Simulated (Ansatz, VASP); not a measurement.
**Two plane-wave programs on AlN**

INCAR

```
PREC = Accurate ; ENCUT = 520
EDIFF = 1E-6 ; ISMEAR = 0
SIGMA = 0.05 ; LREAL = F
LASPH = T ; NELM = 60
ALGO = Normal ; ISIF = 2
LWAVE = F ; LCHARG = F
NBANDS = 16
```

KPOINTS

```
Automatic mesh
0
Gamma
  9 9 6
```

POSCAR

```
AlN
1.0
    3.0887424016      0.0000000000      0.0000000000
   -1.5443712008      2.6749293856      0.0000000000
    0.0000000000      0.0000000000      4.9437688231
Al N
2 2
Direct
    0.3078438576      0.6602365904      0.0015212672
    0.6921561424      0.3397634096      0.5015212672
    0.3560784145      0.6724044311      0.3834787328
    0.6439215855      0.3275955689      0.8834787328
```

Input for Ansatz:

```yaml
crystal:
  lattice:
    - [3.0887424016, 0.0, 0.0]
    - [-1.5443712008, 2.6749293856, 0.0]
    - [0.0, 0.0, 4.9437688231]
  atoms:
    - { symbol: Al, position: [0.3078438576, 0.6602365904, 0.0015212672] }
    - { symbol: Al, position: [0.6921561424, 0.3397634096, 0.5015212672] }
    - { symbol: "N", position: [0.3560784145, 0.6724044311, 0.3834787328] }
    - { symbol: "N", position: [0.6439215855, 0.3275955689, 0.8834787328] }
basis:
  ecutwfc: 520.0
kpoints:
  mp_grid: { grid: [9, 9, 6] }
hamiltonian:
  xc: lda
scf:
  occupations: { method: gaussian, width: 0.05 }
output:
  forces: true
  stress: true
  eigenvalues: true
```

Change from the starting cell: mode 4 frozen in at -0.069 Å and mode 5 at -0.017 Å (largest displacements).

Alike in both runs: task single point; functional LDA; k mesh 9 × 9 × 6; occupations gaussian, width 0.05 eV; no spin polarisation.

```csv
,VASP,Ansatz
version,VASP 6.6.1,Ansatz 0.2.0
potentials or method,"VASP PAW LDA potentials, release 64 (Al, N), cutoff 520 eV","scalar-relativistic, plane waves, PAW"
valence electrons in the cell,16,16
```

```tsv
	VASP	Ansatz	Ansatz less VASP
gap on the k mesh at the Fermi level (eV)	4.36	4.36	-0.005
least direct gap on the mesh (eV)	4.36	4.36	-0.005
pressure (GPa)	0.4	-0.1	-0.59
traceless stress, the component that is largest in VASP (GPa)	-0.34	-0.37	-0.021
rms of the force components (eV/Å)	0.188	0.188	+0.0001
```

LDA's correlation is that of Perdew and Zunger in VASP and of Perdew and Wang (1992) in Ansatz. Atom by atom the forces differ by 0.002 eV/Å (rms over components).
